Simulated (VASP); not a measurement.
# As (R-3m) in VASP: settings compared

Aim: see how the results for As move with the level of theory and the settings. Levels: LDA, PBEsol. Tasks: single point.

Program: VASP 6.6.1. These are calculated values, not measurements. Logs are shortened: lines on timing, memory, paths and dates and some standing lists are left out, and cuts for length are marked.

### 1 The cell of the first run

It takes space group R-3m (No. 166, trigonal). The conventional cell has a = 3.755 Å, b = 3.755 Å, c = 11.113 Å, α = 90.00°, β = 90.00°, γ = 120.00°. As (site symmetry 3m) has 6 As at 2.52 to 3.25 Å within 3.3 Å.

### 2 Single point, LDA

Input file INCAR:

```
PREC = Accurate
ENCUT = 520
EDIFF = 1E-6
ISMEAR = -1
SIGMA = 0.05
LREAL = False
LASPH = True
NELM = 80
ALGO = Normal
ISIF = 2
LWAVE = False
LCHARG = False
NBANDS = 12
```

Input file KPOINTS:

```
Automatic mesh
0
Gamma
  12 12 12
```

Input file POSCAR:

```
As
1.0
    1.8774110887      1.0839237974      3.7043351684
   -1.8774110887      1.0839237974      3.7043351684
    0.0000000000     -2.1678475948      3.7043351684
As
2
Direct
    0.2244335900      0.2244335900      0.2244335900
    0.7755664100      0.7755664100      0.7755664100
```

Potentials or basis: VASP PAW LDA potentials, release 64 (As).

Run with:

```console
cat potpaw_LDA.64/As/POTCAR > POTCAR
mpirun -np 1 vasp_std > vasp.out
```

OUTCAR:

```text
PREC = Accurate
   ENCUT = 520
   EDIFF = 1E-6
   ISMEAR = -1
   LREAL = False
   LASPH = True
   NELM = 80
   ISIF = 2

 ion  position               nearest neighbor table
   1  0.224  0.224  0.224-   2 2.52   2 2.52   2 2.52
   2  0.776  0.776  0.776-   1 2.52   1 2.52   1 2.52

  LATTYP: Found a trigonal (rhomboedric) cell.
 ALAT       =     4.2920463924
 COS(alpha) =     0.6173339462

  Lattice vectors:

 A1 = (   1.8774110887,   1.0839237974,   3.7043351684)
 A2 = (  -1.8774110887,   1.0839237974,   3.7043351684)
 A3 = (   0.0000000000,  -2.1678475948,   3.7043351684)

Analysis of symmetry for initial positions (statically):
=====================================================================
 Subroutine PRICEL returns:
 Original cell was already a primitive cell.

 Routine SETGRP: Setting up the symmetry group for a
 trigonal (rhombohedral) supercell.

 Subroutine GETGRP returns: Found 12 space group operations
 (whereof 12 operations were pure point group operations)
 out of a pool of 12 trial point group operations.

The static configuration has the point symmetry D_3d.

Analysis of symmetry for dynamics (positions and initial velocities):
=====================================================================
 Subroutine PRICEL returns:
 Original cell was already a primitive cell.

 Routine SETGRP: Setting up the symmetry group for a
 trigonal (rhombohedral) supercell.

 Subroutine GETGRP returns: Found 12 space group operations
 (whereof 12 operations were pure point group operations)
 out of a pool of 12 trial point group operations.

The dynamic configuration has the point symmetry D_3d.

 Subroutine INISYM returns: Found 12 space group operations
 (whereof 12 operations are pure point group operations),
 and found     1 'primitive' translations

----------------------------------------------------------------------------------------

                                     Primitive cell

  volume of cell :      45.2293

  direct lattice vectors                    reciprocal lattice vectors
     1.877411089  1.083923797  3.704335168     0.266324197  0.153762347  0.089984658
    -1.877411089  1.083923797  3.704335168    -0.266324197  0.153762347  0.089984658
     0.000000000 -2.167847595  3.704335168     0.000000000 -0.307524693  0.089984658

  length of vectors
     4.292046392  4.292046392  4.292046392     0.320419531  0.320419531  0.320419531

  position of ions in fractional coordinates (direct lattice)
     0.224433590  0.224433590  0.224433590
     0.775566410  0.775566410  0.775566410

  ion indices of the primitive-cell ions
   primitive index   ion index
                 1           1
                 2           2

----------------------------------------------------------------------------------------

 KPOINTS: Automatic mesh

Automatic generation of k-mesh.
 Grid dimensions read from file:
 generate k-points for:   12   12   12

 Generating k-lattice:

  Cartesian coordinates                     Fractional coordinates (reciprocal lattice)
     0.022193683  0.012813529  0.007498722     0.083333333  0.000000000 -0.000000000
    -0.022193683  0.012813529  0.007498722     0.000000000  0.083333333 -0.000000000
     0.000000000 -0.025627058  0.007498722    -0.000000000 -0.000000000  0.083333333

  Length of vectors
     0.026701628  0.026701628  0.026701628

  Shift w.r.t. Gamma in fractional coordinates (k-lattice)
     0.000000000  0.000000000  0.000000000

 Subroutine IBZKPT returns following result:
 ===========================================

 Found    189 irreducible k-points:

 Following reciprocal coordinates:
            Coordinates               Weight
  0.000000  0.000000  0.000000      1.000000
  0.083333  0.000000 -0.000000      6.000000
  0.166667  0.000000 -0.000000      6.000000
  0.250000  0.000000  0.000000      6.000000
  0.333333  0.000000  0.000000      6.000000
  0.416667  0.000000  0.000000      6.000000
[... 16 lines left out ...]
  0.500000  0.166667 -0.000000     12.000000
 -0.416667  0.166667 -0.000000     12.000000
 [... further k-points ...]
   k-points           NKPTS =    189   k-points in BZ     NKDIM =    189   number of bands    NBANDS=     12
   number of dos      NEDOS =    301   number of ions     NIONS =      2
   total plane-waves  NPLWV =  32768
   dimension x,y,z NGX =    32 NGY =   32 NGZ =   32
   dimension x,y,z NGXF=    64 NGYF=   64 NGZF=   64
   ions per type =               2
   NGX,Y,Z   is equivalent  to a cutoff of  12.39, 12.39, 12.39 a.u.
   NGXF,Y,Z  is equivalent  to a cutoff of  24.79, 24.79, 24.79 a.u.
 SYSTEM =  unknown system
   PREC   = accura    normal or accurate (medium, high low for compatibility)
   ISTART =      0    job   : 0-new  1-cont  2-samecut
   ICHARG =      2    charge: 1-file 2-atom 10-const
   ISPIN  =      1    spin polarized calculation?
   LNONCOLLINEAR =      F non collinear calculations
   LSORBIT =      F    spin-orbit coupling
   LASPH  =      T    aspherical Exc in radial PAW
   ENCUT  =  520.0 eV  38.22 Ry    6.18 a.u.   7.98  7.98  7.98*2*pi/ulx,y,z
   NELM   =     80;   NELMIN=  2; NELMDL= -5     # of ELM steps
   EDIFF  = 0.1E-05   stopping-criterion for ELM
   LREAL  =      F    real-space projection
   EDIFFG = 0.1E-04   stopping-criterion for IOM
   NSW    =      0    number of steps for IOM
   IBRION =     -1    ionic relax: 0-MD 1-quasi-New 2-CG
   NFREE  =      0    steps in history (QN), initial steepest desc. (CG)
   ISIF   =      2    stress and relaxation
   ISYM   =      2    0-nonsym 1-usesym 2-fastsym
   POTIM  = 0.5000    time-step for ionic-motion
   TEBEG  =    0.0;   TEEND  =   0.0 temperature during run
   PSTRESS=    0.0 pullay stress
   NELECT =      10.0000    total number of electrons
   NUPDOWN=      -1.0000    fix difference up-down
   EMIN   =  10.00;   EMAX   =-10.00  energy-range for DOS
   EFERMI =   0.00;   METHOD = LEGACY
   ISMEAR =    -1;   SIGMA  =   0.05  broadening in eV -4-tet -1-fermi 0-gaus
   EFERMI_NEDOS =   21; number of points for ismear=-14 and -15
   IALGO  =     38    algorithm
   IMIX   =      4    mixing-type and parameters
     AMIX     =   0.40;   BMIX     =  1.00
     AMIX_MAG =   1.60;   BMIX_MAG =  1.00
  volume/ion in A,a.u.               =      22.61       152.61
  Fermi-wavevector in a.u.,A,eV,Ry     =   0.989923  1.870684 13.333008  0.979948
  Thomas-Fermi vector in A             =   2.121557
   LORBIT       =      0    0 simple, 1 ext, 2 COOP (PROOUT), +10 PAW based schemes
   GGA     = CA    functional components
   LHFCALC =     F    Hartree Fock is set to
   AEXX    =    0.0000 exact exchange contribution
   IVDW    =     0    specifies the selected vdW correction
   LEPSILON=     F    determine dielectric tensor
   LRPA    =     F    only Hartree local field effects (RPA)
 non-spin polarized calculation
  energy-cutoff  :      520.00
  volume of cell :       45.23
 maximum number of plane-waves:      1233
   NGX = 15   NGY = 15   NGZ = 15

 number of electron      10.0000000 magnetization

 number of electron       9.9999999 magnetization

 Free energy of the ion-electron system (eV)
  ---------------------------------------------------
  ext. energy  EPLUGINS =         0.00000000
  ---------------------------------------------------
  free energy    TOTEN  =       -10.71650533 eV

  energy without entropy =      -10.71441574  energy(sigma->0) =      -10.71546053

 E-fermi :   5.0451     XC(G=0):  -9.9330

 val. band max:        5.0273179135   @ k =   0.5000   0.0833   0.0833
 cond. band min:       5.0464071184   @ k =   0.4167   0.3333   0.3333
 fundamental gap:      0.0190892049
 Fermi energy:         5.0451497638

 k-point     1 :       0.0000    0.0000    0.0000
  band No.  band energies     occupation
      1      -9.8559      2.00000
      2      -1.3006      2.00000
      3       2.3093      2.00000
      4       3.1248      2.00000
      5       3.1248      2.00000
      6       6.3421      0.00000
      7       7.6691      0.00000
      8       7.6691      0.00000
      9      12.1444      0.00000
     10      12.1444      0.00000
     11      12.5311      0.00000
     12      13.5010      0.00000

 k-point     2 :       0.0833    0.0000   -0.0000
  band No.  band energies     occupation
      1      -9.7650      2.00000
      2      -1.5389      2.00000
      3       2.3750      2.00000
      4       2.9006      2.00000
      5       3.0327      2.00000
      6       6.6223      0.00000
      7       7.4722      0.00000
      8       7.6562      0.00000
      9      11.3715      0.00000
     10      11.9569      0.00000
     11      12.0112      0.00000
     12      14.0283      0.00000

 k-point     3 :       0.1667    0.0000   -0.0000
  band No.  band energies     occupation
      1      -9.4942      2.00000
      2      -2.2081      2.00000
      3       2.2161      2.00000
      4       2.8051      2.00000
      5       2.9045      2.00000
      6       6.5328      0.00000
      7       7.3690      0.00000
      8       7.5330      0.00000
      9      10.7337      0.00000
     10      11.4487      0.00000
     11      12.1587      0.00000
     12      15.2876      0.00000
[... 286 lines left out ...]
 k-point    23 :       0.5000    0.1667   -0.0000
  band No.  band energies     occupation
      1      -7.3707      2.00000
      2      -5.4510      2.00000
      3       0.5659      2.00000
      4       1.3993      2.00000
      5       3.1315      2.00000
      6       6.2917      0.00000
      7       6.8377      0.00000
      8       8.0187      0.00000
      9      12.1149      0.00000
     10      13.6303      0.00000
     11      14.8566      0.00000
     12      16.6690      0.00000

 k-point    24 :      -0.4167    0.1667   -0.0000
  band No.  band energies     occupation
      1      -7.0158      2.00000
      2      -5.8716      2.00000
      3       0.4313      2.00000
      4       1.7645      2.00000
      5       3.1189      2.00000
      6       5.8455      0.00000
      7       6.4260      0.00000
      8       8.2333      0.00000
      9      12.4896      0.00000
     10      13.9669      0.00000
     11      14.7003      0.00000
     12      16.1856      0.00000

 [... further k-points ...]
[... 5 lines left out ...]
  --------------------------------------------------------------------------------------
  -------------------------------------------------------------------------------------
  Total       -0.6331279     -0.6331279     -0.9072081     -0.0000000      0.0000000      0.0000000
  in kB      -22.4275790    -22.4275790    -32.1364464     -0.0000000      0.0000000      0.0000000
  external PRESSURE =     -25.6638681 kB  Pullay stress =       0.0000000 kB

 VOLUME and BASIS-vectors are now :
 -----------------------------------------------------------------------------
  energy-cutoff  :      520.00
  volume of cell :       45.23
      direct lattice vectors                 reciprocal lattice vectors
     1.877411089  1.083923797  3.704335168     0.266324197  0.153762347  0.089984658
    -1.877411089  1.083923797  3.704335168    -0.266324197  0.153762347  0.089984658
     0.000000000 -2.167847595  3.704335168     0.000000000 -0.307524693  0.089984658

 POSITION                                       TOTAL-FORCE (eV/Angst)
 -----------------------------------------------------------------------------------
      0.00000      0.00000      2.49413         0.000000      0.000000      0.123005
      0.00000      0.00000      8.61887         0.000000     -0.000000     -0.123005
 -----------------------------------------------------------------------------------
    total drift:                                0.000000     -0.000000      0.000000

  FREE ENERGIE OF THE ION-ELECTRON SYSTEM (eV)
  ---------------------------------------------------
  free  energy   TOTEN  =       -10.7165053256 eV

  energy  without entropy=      -10.7144157438  energy(sigma->0) =      -10.71546053
```

Run time: 85 s. Hardware: 1 thread of Intel Xeon 8259CL, shared host; peak memory 0.21 GiB.

What came out:

* Free energy: -10.7165 eV
* Pressure: -2.6 GPa
* Largest force: 0.123 eV/Å
* Band gap on the k mesh: zero (band 5 reaches 5.13 eV, above the bottom of band 6 at 4.62 eV)

Forces on the atoms (eV/Å):
```
As   0.000  0.000  0.123
As   0.000  0.000 -0.123
```

[end of part 1 of 2]
